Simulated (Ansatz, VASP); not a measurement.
# Two plane-wave programs on Ga7Sb9

```
CELL_PARAMETERS angstrom
0.00000 6.11800 6.11800
6.11800 0.00000 6.11800
6.11800 6.11800 0.00000
ATOMIC_POSITIONS crystal
Sb 0.00000 0.00000 0.00000
Sb 0.13406 0.13406 0.13406
Sb 0.13406 0.13406 0.59783
Sb 0.13406 0.59783 0.13406
Sb 0.12773 0.62409 0.62409
Sb 0.59783 0.13406 0.13406
Sb 0.62409 0.12773 0.62409
Sb 0.62409 0.62409 0.12773
Sb 0.62409 0.62409 0.62409
Ga 0.99576 0.99576 0.50424
Ga 0.99576 0.50424 0.99576
Ga 0.99576 0.50424 0.50424
Ga 0.50424 0.99576 0.99576
Ga 0.50424 0.99576 0.50424
Ga 0.50424 0.50424 0.99576
Ga 0.50000 0.50000 0.50000
```

Alike in both runs: functional PBE; k mesh 2 × 2 × 2; occupations fermi-dirac, width 0.05 eV; no spin polarisation.

Ansatz relaxed the structure, and its values are those at the end. VASP's run is a single point on that final structure, the one shown.

```csv
,VASP,Ansatz
version,VASP 6.6.1,Ansatz 0.2.0
potentials or method,"VASP PAW PBE potentials, release 64 (Sb, Ga_d)","plane waves, PAW"
plane-wave cutoff (eV),400,420
valence electrons in the cell,136,226
```

|  | VASP | Ansatz | Ansatz less VASP |
| --- | --- | --- | --- |
| gap on the k mesh at the Fermi level (eV) | none | none | - |
| rms of the force components (eV/Å) | 0.013 | 0.011 | -0.0019 |

A gap of «none» marks a metal or a gap that the smearing closes. With one functional, cell and mesh, what is left measures potentials, basis and numerics. VASP's potentials hold 136 valence electrons a cell and Ansatz's 226, so a difference there can come from the potentials and not from the codes.

The k mesh is coarse, so the values compare programs but aren't converged. Neither program's run includes spin-orbit coupling.
